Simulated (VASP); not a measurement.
# Mg5ZnO6 (P-3m1) in VASP: a series of runs

The runs below take Mg5ZnO6 through single point, with PBE.

Everything below comes from runs of VASP 6.6.1. Logs are shortened: lines on timing, memory, paths and dates and some standing lists are left out, and cuts for length are marked.

## Step 1: The cell of the first run

The structure is trigonal, space group P-3m1 (No. 164). Conventional cell: a = 3.019 Å, b = 3.019 Å, c = 14.767 Å, α = 90.00°, β = 90.00°, γ = 120.00°. Mg (site symmetry 3m) has 6 O at 2.11 to 2.13 Å within 2.8 Å. Within 2.8 Å of Mg (site symmetry 3m) lie 6 O at 2.13 Å. Within 2.8 Å of Mg (site symmetry -3m) lie 6 O at 2.13 Å. Zn (site symmetry -3m) has 6 O at 2.16 Å within 2.9 Å. Within 2.8 Å of O (site symmetry 3m) lie 3 Mg at 2.11 Å and 3 Zn at 2.16 Å. O (site symmetry 3m) has 6 Mg at 2.13 Å within 2.8 Å. O (site symmetry 3m) has 6 Mg at 2.13 Å within 2.8 Å.

## Step 2: Single point, PBE

Input file INCAR:

```
  PREC = Accurate
  ENCUT = 520
  EDIFF = 1E-7
  ISMEAR = 0
  SIGMA = 0.02
  LREAL = False
  LASPH = True
  NELM = 60
  ALGO = Normal
  ISIF = 2
  LWAVE = False
  LCHARG = False
  GGA = PE
  NBANDS = 41
```

Input file KPOINTS:

```
regular mesh
0
Gamma
  12 12 2
```

Input file POSCAR:

```
Mg5ZnO6
1.0
    3.0187913742      0.0000000000      0.0000000000
   -1.5093956871      2.6143500188      0.0000000000
    0.0000000000      0.0000000000     14.7673278216
Mg Zn O
5 1 6
Direct
    0.3333333333      0.6666666667      0.8323042667
    0.6666666667      0.3333333333      0.1676957333
    0.3333333333      0.6666666667      0.3338966698
    0.0000000000      0.0000000000      0.5000000000
    0.6666666667      0.3333333333      0.6661033302
    0.0000000000      0.0000000000      0.0000000000
    0.6666666667      0.3333333333      0.9133950012
    0.3333333333      0.6666666667      0.0866049988
    0.0000000000      0.0000000000      0.2508633090
    0.6666666667      0.3333333333      0.4169515992
    0.3333333333      0.6666666667      0.5830484008
    0.0000000000      0.0000000000      0.7491366910
```

Potentials or basis: VASP PAW PBE potentials, release 64 (Mg, Zn, O).

Launch:

```console
$ cat potpaw_PBE.64/Mg/POTCAR potpaw_PBE.64/Zn/POTCAR potpaw_PBE.64/O/POTCAR > POTCAR
$ mpirun -np 1 vasp_std > vasp.out
```

OUTCAR:

```text
PREC = Accurate
   ENCUT = 520
   EDIFF = 1E-7
   ISMEAR = 0
   LREAL = False
   LASPH = True
   NELM = 60
   ISIF = 2
   GGA = PE

 ion  position               nearest neighbor table
   1  0.333  0.667  0.832-   7 2.11   7 2.11   7 2.11  12 2.13  12 2.13  12 2.13   5 3.01   5 3.01
                             5 3.01   6 3.03   6 3.03   6 3.03
   2  0.667  0.333  0.168-   8 2.11   8 2.11   8 2.11   9 2.13   9 2.13   9 2.13   3 3.01   3 3.01
                             3 3.01   6 3.03   6 3.03   6 3.03
   3  0.333  0.667  0.334-   9 2.13   9 2.13   9 2.13  10 2.13  10 2.13  10 2.13   4 3.01   4 3.01
                             4 3.01   2 3.01   2 3.01   2 3.01
   4  0.000  0.000  0.500-  10 2.13  11 2.13  10 2.13  11 2.13  10 2.13  11 2.13   3 3.01   5 3.01
                             3 3.01   5 3.01   5 3.01   3 3.01
   5  0.667  0.333  0.666-  12 2.13  12 2.13  12 2.13  11 2.13  11 2.13  11 2.13   4 3.01   4 3.01
                             4 3.01   1 3.01   1 3.01   1 3.01
   6  0.000  0.000  0.000-   7 2.16   8 2.16   7 2.16   8 2.16   7 2.16   8 2.16   1 3.03   2 3.03
                             1 3.03   2 3.03   2 3.03   1 3.03
   7  0.667  0.333  0.913-   1 2.11   1 2.11   1 2.11   6 2.16   6 2.16   6 2.16
   8  0.333  0.667  0.087-   2 2.11   2 2.11   2 2.11   6 2.16   6 2.16   6 2.16
   9  0.000  0.000  0.251-   3 2.13   3 2.13   3 2.13   2 2.13   2 2.13   2 2.13
  10  0.667  0.333  0.417-   4 2.13   4 2.13   4 2.13   3 2.13   3 2.13   3 2.13
  11  0.333  0.667  0.583-   4 2.13   4 2.13   4 2.13   5 2.13   5 2.13   5 2.13
  12  0.000  0.000  0.749-   5 2.13   5 2.13   5 2.13   1 2.13   1 2.13   1 2.13

  LATTYP: Found a hexagonal cell.
 ALAT       =     3.0187913742
 C/A-ratio  =     4.8918013838

  Lattice vectors:

 A1 = (   3.0187913742,   0.0000000000,   0.0000000000)
 A2 = (  -1.5093956871,   2.6143500188,   0.0000000000)
 A3 = (   0.0000000000,   0.0000000000,  14.7673278216)

Analysis of symmetry for initial positions (statically):
=====================================================================
 Subroutine PRICEL returns:
 Original cell was already a primitive cell.

 Routine SETGRP: Setting up the symmetry group for a
 hexagonal supercell.

 Subroutine GETGRP returns: Found 12 space group operations
 (whereof 12 operations were pure point group operations)
 out of a pool of 24 trial point group operations.

The static configuration has the point symmetry D_3d.

Analysis of symmetry for dynamics (positions and initial velocities):
=====================================================================
 Subroutine PRICEL returns:
 Original cell was already a primitive cell.

 Routine SETGRP: Setting up the symmetry group for a
 hexagonal supercell.

 Subroutine GETGRP returns: Found 12 space group operations
 (whereof 12 operations were pure point group operations)
 out of a pool of 24 trial point group operations.

The dynamic configuration has the point symmetry D_3d.

 Subroutine INISYM returns: Found 12 space group operations
 (whereof 12 operations are pure point group operations),
 and found     1 'primitive' translations

----------------------------------------------------------------------------------------

                                     Primitive cell

  volume of cell :     116.5464

  direct lattice vectors                    reciprocal lattice vectors
     3.018791374  0.000000000  0.000000000     0.331258400  0.191252126  0.000000000
    -1.509395687  2.614350019  0.000000000     0.000000000  0.382504253  0.000000000
     0.000000000  0.000000000 14.767327822     0.000000000  0.000000000  0.067717058

  length of vectors
     3.018791374  3.018791374 14.767327822     0.382504253  0.382504253  0.067717058

  position of ions in fractional coordinates (direct lattice)
     0.333333333  0.666666667  0.832304267
     0.666666667  0.333333333  0.167695733
     0.333333333  0.666666667  0.333896670
     0.000000000  0.000000000  0.500000000
     0.666666667  0.333333333  0.666103330
     0.000000000  0.000000000  0.000000000
     0.666666667  0.333333333  0.913395001
     0.333333333  0.666666667  0.086604999
     0.000000000  0.000000000  0.250863309
     0.666666667  0.333333333  0.416951599
     0.333333333  0.666666667  0.583048401
     0.000000000  0.000000000  0.749136691

  ion indices of the primitive-cell ions
   primitive index   ion index
                 1           1
                 2           2
                 3           3
                 4           4
                 5           5
                 6           6
                 7           7
                 8           8
                 9           9
                10          10
                11          11
                12          12

----------------------------------------------------------------------------------------

 KPOINTS: regular mesh

Automatic generation of k-mesh.
 Grid dimensions read from file:
 generate k-points for:   12   12    2

 Generating k-lattice:

  Cartesian coordinates                     Fractional coordinates (reciprocal lattice)
     0.027604867  0.015937677  0.000000000     0.083333333  0.000000000  0.000000000
     0.000000000  0.031875354  0.000000000     0.000000000  0.083333333  0.000000000
     0.000000000  0.000000000  0.033858529     0.000000000  0.000000000  0.500000000

  Length of vectors
     0.031875354  0.031875354  0.033858529

  Shift w.r.t. Gamma in fractional coordinates (k-lattice)
     0.000000000  0.000000000  0.000000000

 Subroutine IBZKPT returns following result:
 ===========================================

 Found     38 irreducible k-points:

 Following reciprocal coordinates:
            Coordinates               Weight
  0.000000  0.000000  0.000000      1.000000
  0.083333  0.000000  0.000000      6.000000
  0.166667  0.000000  0.000000      6.000000
  0.250000  0.000000  0.000000      6.000000
  0.333333 -0.000000  0.000000      6.000000
  0.416667  0.000000  0.000000      6.000000
[... 16 lines left out ...]
  0.250000  0.000000  0.500000      6.000000
  0.333333 -0.000000  0.500000      6.000000
 [... further k-points ...]
   k-points           NKPTS =     38   k-points in BZ     NKDIM =     38   number of bands    NBANDS=     41
   number of dos      NEDOS =    301   number of ions     NIONS =     12
   total plane-waves  NPLWV =  64512
   dimension x,y,z NGX =    24 NGY =   24 NGZ =  112
   dimension x,y,z NGXF=    48 NGYF=   48 NGZF=  224
   ions per type =               5   1   6
   NGX,Y,Z   is equivalent  to a cutoff of  13.22, 13.22, 12.61 a.u.
   NGXF,Y,Z  is equivalent  to a cutoff of  26.43, 26.43, 25.22 a.u.
 SYSTEM =  unknown system
   PREC   = accura    normal or accurate (medium, high low for compatibility)
   ISTART =      0    job   : 0-new  1-cont  2-samecut
   ICHARG =      2    charge: 1-file 2-atom 10-const
   ISPIN  =      1    spin polarized calculation?
   LNONCOLLINEAR =      F non collinear calculations
   LSORBIT =      F    spin-orbit coupling
   LASPH  =      T    aspherical Exc in radial PAW
   ENCUT  =  520.0 eV  38.22 Ry    6.18 a.u.   5.61  5.61 27.46*2*pi/ulx,y,z
   NELM   =     60;   NELMIN=  2; NELMDL= -5     # of ELM steps
   EDIFF  = 0.1E-06   stopping-criterion for ELM
   LREAL  =      F    real-space projection
   EDIFFG = 0.1E-05   stopping-criterion for IOM
   NSW    =      0    number of steps for IOM
   IBRION =     -1    ionic relax: 0-MD 1-quasi-New 2-CG
   NFREE  =      0    steps in history (QN), initial steepest desc. (CG)
   ISIF   =      2    stress and relaxation
   ISYM   =      2    0-nonsym 1-usesym 2-fastsym
   POTIM  = 0.5000    time-step for ionic-motion
   TEBEG  =    0.0;   TEEND  =   0.0 temperature during run
   PSTRESS=    0.0 pullay stress
   NELECT =      58.0000    total number of electrons
   NUPDOWN=      -1.0000    fix difference up-down
   EMIN   =  10.00;   EMAX   =-10.00  energy-range for DOS
   EFERMI =   0.00;   METHOD = LEGACY
   ISMEAR =     0;   SIGMA  =   0.02  broadening in eV -4-tet -1-fermi 0-gaus
   EFERMI_NEDOS =   21; number of points for ismear=-14 and -15
   IALGO  =     38    algorithm
   IMIX   =      4    mixing-type and parameters
     AMIX     =   0.40;   BMIX     =  1.00
     AMIX_MAG =   1.60;   BMIX_MAG =  1.00
  volume/ion in A,a.u.               =       9.71        65.54
  Fermi-wavevector in a.u.,A,eV,Ry     =   1.297332  2.451603 22.899574  1.683071
  Thomas-Fermi vector in A             =   2.428732
   LORBIT       =      0    0 simple, 1 ext, 2 COOP (PROOUT), +10 PAW based schemes
   GGA     = PE    functional components
   LHFCALC =     F    Hartree Fock is set to
   AEXX    =    0.0000 exact exchange contribution
   IVDW    =     0    specifies the selected vdW correction
   LEPSILON=     F    determine dielectric tensor
   LRPA    =     F    only Hartree local field effects (RPA)
 non-spin polarized calculation
 Gauss-broadening in eV      SIGMA  =   0.02
  energy-cutoff  :      520.00
  volume of cell :      116.55
 maximum number of plane-waves:      3199
 NGX is ok and might be reduce to    24
   NGX = 11   NGY = 11   NGZ = 55

 number of electron      58.0000020 magnetization

 Free energy of the ion-electron system (eV)
  ---------------------------------------------------
  ext. energy  EPLUGINS =         0.00000000
  ---------------------------------------------------
  free energy    TOTEN  =       -68.19554224 eV

  energy without entropy =      -68.19554224  energy(sigma->0) =      -68.19554224

 E-fermi :   3.1724     XC(G=0): -11.1381

 val. band max:        3.0154336030   @ k =   0.0000   0.0000   0.5000
 cond. band min:       6.2952611753   @ k =   0.0000   0.0000   0.0000
 fundamental gap:      3.2798275723
 Fermi energy:         3.1724186047

 k-point     1 :       0.0000    0.0000    0.0000
  band No.  band energies     occupation
      1     -14.5207      2.00000
      2     -14.1680      2.00000
      3     -14.1496      2.00000
      4     -13.6281      2.00000
      5     -13.5038      2.00000
      6     -13.1862      2.00000
[... 33 lines left out ...]
     40      16.3489      0.00000
     41      17.5441      0.00000

 k-point     2 :       0.0833    0.0000    0.0000
  band No.  band energies     occupation
      1     -14.4581      2.00000
      2     -14.1115      2.00000
      3     -14.0963      2.00000
      4     -13.5925      2.00000
      5     -13.4668      2.00000
      6     -13.1613      2.00000
[... 33 lines left out ...]
     40      16.0013      0.00000
     41      16.7600      0.00000

 k-point     3 :       0.1667    0.0000    0.0000
  band No.  band energies     occupation
      1     -14.2806      2.00000
      2     -13.9521      2.00000
      3     -13.9466      2.00000
      4     -13.4943      2.00000
      5     -13.3650      2.00000
      6     -13.0949      2.00000
[... 33 lines left out ...]
     40      15.2320      0.00000
     41      15.5476      0.00000

 k-point     4 :       0.2500    0.0000    0.0000
  band No.  band energies     occupation
      1     -14.0188      2.00000
      2     -13.7309      2.00000
      3     -13.7180      2.00000
      4     -13.3571      2.00000
      5     -13.2246      2.00000
      6     -13.0079      2.00000
[... 825 lines left out ...]
     40      15.3528      0.00000
     41      15.8512      0.00000

 k-point    23 :       0.2500    0.0000    0.5000
  band No.  band energies     occupation
      1     -14.0110      2.00000
      2     -13.8165      2.00000
      3     -13.5679      2.00000
      4     -13.4795      2.00000
      5     -13.1528      2.00000
      6     -13.0294      2.00000
[... 33 lines left out ...]
     40      14.6377      0.00000
     41      14.8991      0.00000

 k-point    24 :       0.3333   -0.0000    0.5000
  band No.  band energies     occupation
      1     -13.7215      2.00000
      2     -13.5444      2.00000
      3     -13.3810      2.00000
      4     -13.2763      2.00000
      5     -13.0527      2.00000
      6     -12.9433      2.00000
[... 33 lines left out ...]
     40      14.5082      0.00000
     41      14.6461      0.00000

 [... further k-points ...]

------------------------ aborting loop because EDIFF is reached ----------------------------------------

  FORCE on cell =-STRESS in cart. coord.  units (eV):
  Direction    XX          YY          ZZ          XY          YZ          ZX
  --------------------------------------------------------------------------------------
  -------------------------------------------------------------------------------------
  Total       -0.3272554     -0.3272554     -0.2999185     -0.0000000      0.0000000      0.0000000
  in kB       -4.4988200     -4.4988200     -4.1230167     -0.0000000      0.0000000      0.0000000
  external PRESSURE =      -4.3735522 kB  Pullay stress =       0.0000000 kB

 VOLUME and BASIS-vectors are now :
 -----------------------------------------------------------------------------
  energy-cutoff  :      520.00
  volume of cell :      116.55
      direct lattice vectors                 reciprocal lattice vectors
     3.018791374  0.000000000  0.000000000     0.331258400  0.191252126  0.000000000
    -1.509395687  2.614350019  0.000000000     0.000000000  0.382504253  0.000000000
     0.000000000  0.000000000 14.767327822     0.000000000  0.000000000  0.067717058

 POSITION                                       TOTAL-FORCE (eV/Angst)
 -----------------------------------------------------------------------------------
     -0.00000      1.74290     12.29091        -0.000000      0.000000     -0.006239
      1.50940      0.87145      2.47642        -0.000000     -0.000000      0.006239
     -0.00000      1.74290      4.93076        -0.000000      0.000000     -0.001067
      0.00000      0.00000      7.38366        -0.000000      0.000000      0.000000
      1.50940      0.87145      9.83657        -0.000000      0.000000      0.001067
      0.00000      0.00000      0.00000        -0.000000      0.000000      0.000000
      1.50940      0.87145     13.48840         0.000000     -0.000000     -0.070356
     -0.00000      1.74290      1.27892        -0.000000      0.000000      0.070356
      0.00000      0.00000      3.70458        -0.000000      0.000000      0.000529
      1.50940      0.87145      6.15726         0.000000      0.000000     -0.000008
     -0.00000      1.74290      8.61007        -0.000000      0.000000      0.000008
      0.00000      0.00000     11.06275         0.000000     -0.000000     -0.000529
 -----------------------------------------------------------------------------------
    total drift:                                0.000000     -0.000000      0.000000

  FREE ENERGIE OF THE ION-ELECTRON SYSTEM (eV)
  ---------------------------------------------------
  free  energy   TOTEN  =       -68.1955422381 eV

  energy  without entropy=      -68.1955422381  energy(sigma->0) =      -68.19554224
```

Wall time 6.2 min (1 thread of Intel Xeon 8259CL, shared host); peak memory 0.33 GiB.

Results:

```yaml
Free_energy: -68.1955 eV
Pressure: -0.4 GPa
Largest_force: 0.070 eV/Å
Band_gap_on_the_k_mesh: 3.28 eV
```

Forces in eV/Å, atoms in the order of the input:
```
Mg   0.000  0.000 -0.006
Mg   0.000  0.000  0.006
Mg   0.000  0.000 -0.001
Mg   0.000  0.000  0.000
Mg   0.000  0.000  0.001
Zn   0.000  0.000  0.000
O    0.000  0.000 -0.070
O    0.000  0.000  0.070
O    0.000  0.000  0.001
O    0.000  0.000  0.000
O    0.000  0.000  0.000
O    0.000  0.000 -0.001
```

Levels at points of the mesh, in eV from the valence-band top:
```tsv
k point	band 25	band 26	band 27	band 28	band 29	band 30	band 31	band 32	band 33	band 34
(0.00, 0.00, 0.00)	-0.35	-0.32	-0.32	0.00	0.00	3.28	5.01	5.40	6.65	6.94
(0.50, 0.00, 0.00)	-1.30	-1.10	-0.97	-0.38	-0.29	6.61	6.93	8.10	8.58	9.00
(0.00, 0.00, 0.50)	-0.43	-0.36	-0.36	0.00	0.00	3.45	4.54	6.12	6.16	7.02
(0.50, 0.00, 0.50)	-1.17	-1.11	-0.94	-0.43	-0.29	6.62	7.04	7.77	8.92	9.03
```

## Step 3: Single point, PBE

Input file INCAR:

```
ALGO = Normal ; EDIFF = 1E-6
ENCUT = 520 ; GGA = PE
ISIF = 2 ; ISMEAR = 0
LASPH = True ; LCHARG = False
LREAL = False ; LWAVE = False
NBANDS = 41 ; NELM = 60
PREC = Accurate ; SIGMA = 0.01
```

Input file KPOINTS:

```
k-points
0
Gamma
  12 12 2
```

Input file POSCAR:

```
Mg5ZnO6
1.0
    3.0186466019      0.0000000000      0.0000000000
   -1.5093233010      2.6142246423      0.0000000000
    0.0000000000      0.0000000000     14.7687859432
Mg Zn O
5 1 6
Direct
    0.3333333333      0.6666666667      0.8323027971
    0.6666666667      0.3333333333      0.1676972029
    0.3333333333      0.6666666667      0.3338951422
    0.0000000000      0.0000000000      0.5000000000
    0.6666666667      0.3333333333      0.6661048578
    0.0000000000      0.0000000000      0.0000000000
    0.6666666667      0.3333333333      0.9133972176
    0.3333333333      0.6666666667      0.0866027824
    0.0000000000      0.0000000000      0.2508640213
    0.6666666667      0.3333333333      0.4169508623
    0.3333333333      0.6666666667      0.5830491377
    0.0000000000      0.0000000000      0.7491359787
```

Potentials or basis: VASP PAW PBE potentials, release 64 (Mg, Zn, O).

Launch:

```console
$ cat potpaw_PBE.64/Mg/POTCAR potpaw_PBE.64/Zn/POTCAR potpaw_PBE.64/O/POTCAR > POTCAR
$ mpirun -np 1 vasp_std > vasp.out
```

It took 5.5 min on 1 thread of Intel Xeon 8259CL, shared host; peak memory 0.34 GiB.

It converged, with:

```
Free energy            : -68.1955 eV
Pressure               : -0.4 GPa
Largest force          : 0.071 eV/Å
Band gap on the k mesh : 3.28 eV
```

Forces in eV/Å, atoms in the order of the input:
```
Mg   0.000  0.000 -0.006
Mg   0.000  0.000  0.006
Mg   0.000  0.000 -0.001
Mg   0.000  0.000  0.000
Mg   0.000  0.000  0.001
Zn   0.000  0.000  0.000
O    0.000  0.000 -0.071
O    0.000  0.000  0.071
O    0.000  0.000  0.001
O    0.000  0.000  0.000
O    0.000  0.000  0.000
O    0.000  0.000 -0.001
```

Levels at points of the mesh, in eV from the valence-band top:
```tsv
k point	band 27	band 28	band 29	band 30	band 31	band 32
(0.00, 0.00, 0.00)	-0.32	0.00	0.00	3.28	5.01	5.40
(0.50, 0.00, 0.00)	-0.97	-0.38	-0.29	6.61	6.93	8.10
(0.00, 0.00, 0.50)	-0.36	0.00	0.00	3.45	4.54	6.12
(0.50, 0.00, 0.50)	-0.95	-0.44	-0.29	6.62	7.04	7.77
```

A k mesh can miss the band edges.
